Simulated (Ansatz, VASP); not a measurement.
## One calculation of ZrAl2N3, two programs

```
Zr Al N
1.0
     2.97425    0.00000    0.00000
    -1.48712    2.57578    0.00000
     0.00000    0.00000   15.81878
Zr Al N
2 4 6
Cartesian
  0.0000 1.7172 11.8641
  1.4871 0.8586 3.9547
  0.0000 1.7172 1.2715
  0.0000 1.7172 6.6379
  1.4871 0.8586 14.5473
  1.4871 0.8586 9.1809
  0.0000 0.0000 10.3962
  0.0000 0.0000 0.0000
  0.0000 0.0000 5.4226
  0.0000 0.0000 13.3320
  0.0000 0.0000 2.4868
  0.0000 0.0000 7.9094
```

Alike in both runs: functional PBE; k mesh 12 × 12 × 4; occupations gaussian, width 0.1 eV; no spin polarisation.

Ansatz relaxed the structure, and its values are those at the end. VASP's run is a single point on that final structure, the one shown.

|  | VASP | Ansatz |
| --- | --- | --- |
| version | VASP 6.6.1 | Ansatz 0.2.0 |
| potentials or method | VASP PAW PBE potentials, release 64 (Zr_sv, Al, N), cutoff 520 eV | scalar-relativistic, plane waves, PAW |
| valence electrons in the cell | 66 | 66 |

VASP gave:

- gap on the k mesh at the Fermi level (eV): none
- pressure (GPa): 0.0
- rms of the force components (eV/Å): 0.009

Problem. Which values does Ansatz return?

Solution. gap on the k mesh at the Fermi level (eV): none; pressure (GPa): 0.0; rms of the force components (eV/Å): 0.001.

A gap of «none» marks a metal or a gap that the smearing closes.
